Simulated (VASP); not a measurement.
Write the native input for VASP 6.6.1 that does the following.

* Task: single point
* Functional: LDA
* Potentials or basis: VASP PAW LDA potentials, release 64 (Al)
* Cutoff: 520 eV
* k mesh: 12 × 12 × 12
* Occupations: fermi-dirac, width 0.08 eV
* Spin: no spin polarisation
* Dipole correction: no
* Further INCAR settings: ALGO = Normal; EDIFF = 1e-07; NBANDS = 10

The structure of Al lies in POSCAR:

```
Al
1.0
    0.0000000000      2.7041104874      2.7041104874
    2.7041104874      0.0000000000      2.7041104874
    2.7041104874      2.7041104874      0.0000000000
Al
2
Direct
   -0.1250000000     -0.1250000000     -0.1250000000
    0.1250000000      0.1250000000      0.1250000000
```

This cell differs from its parent crystal: volume scaled by 0.75.

One way to write it, as run:

INCAR

```
  PREC = Accurate
  ENCUT = 520
  EDIFF = 1E-7
  ISMEAR = -1
  SIGMA = 0.08
  LREAL = False
  LASPH = True
  NELM = 100
  ALGO = Normal
  ISIF = 2
  LWAVE = False
  LCHARG = True
  GGA = CA
  LELF = True
  LVHAR = True
  NBANDS = 10
```

KPOINTS

```
Automatic mesh
0
Gamma
  12 12 12
```

Potentials or basis: VASP PAW LDA potentials, release 64 (Al).

The run is started by

```bash
$ cat potpaw_LDA.64/Al/POTCAR > POTCAR
$ mpirun -np 1 vasp_std > vasp.out
```

It gave:

```yaml
Pressure: 21.1 GPa
Band_gap_on_the_k_mesh: zero (band 3 reaches 7.88 eV, above the bottom of band 4 at 2.99 eV)
```

Run time: 16 s on 1 thread of Intel(R) Xeon(R) Platinum 8259CL CPU @ 2.50GHz (Skylake/Cascade Lake) (shared host), peak memory 0.14 GiB.
